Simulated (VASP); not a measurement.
Write the native input for VASP 6.6.1 that does the following.

```yaml
Task: single point
Functional: PBEsol
Potentials_or_basis: VASP PAW PBE potentials, release 64 (Ca_sv)
Cutoff: 500 eV
k_mesh: 7 × 7 × 7
Occupations: gaussian, width 0.02 eV
Spin: no spin polarisation
Dipole_correction: no
Further_INCAR_settings: ALGO = Normal; EDIFF = 1e-06; NBANDS = 11
```

The structure of Ca lies in POSCAR:

```
Ca
1.0
    0.0000000000      2.7354121273      2.7354121273
    2.7354121273      0.0000000000      2.7354121273
    2.7354121273      2.7354121273      0.0000000000
Ca
1
Direct
    0.0000000000      0.0000000000      0.0000000000
```

The input as run:

INCAR

```
PREC = Accurate ; ENCUT = 500
EDIFF = 1E-6 ; ISMEAR = 0
SIGMA = 0.02 ; LREAL = F
LASPH = T ; NELM = 120
ALGO = Normal ; ISIF = 2
LWAVE = F ; LCHARG = T
GGA = PS ; LELF = T
LVHAR = T ; NBANDS = 11
GGA_COMPAT = F
```

KPOINTS

```
Automatic mesh
0
Gamma
  7 7 7
```

Potentials or basis: VASP PAW PBE potentials, release 64 (Ca_sv).

Launch:

```bash
$ cat potpaw_PBE.64/Ca_sv/POTCAR > POTCAR
$ mpirun -np 1 vasp_std > vasp.out
```

It gave:

- Pressure: 0.0 GPa
- Band gap on the k mesh: zero (bands 5 and 6 overlap by 0.12 eV)

Caveat: the PAW data sets were made with another functional, which shifts forces and pressure a little.

Wall time 7.3 s on 1 thread of Intel(R) Xeon(R) Platinum 8259CL CPU @ 2.50GHz (Skylake/Cascade Lake), on a shared host, peak memory 0.15 GiB.
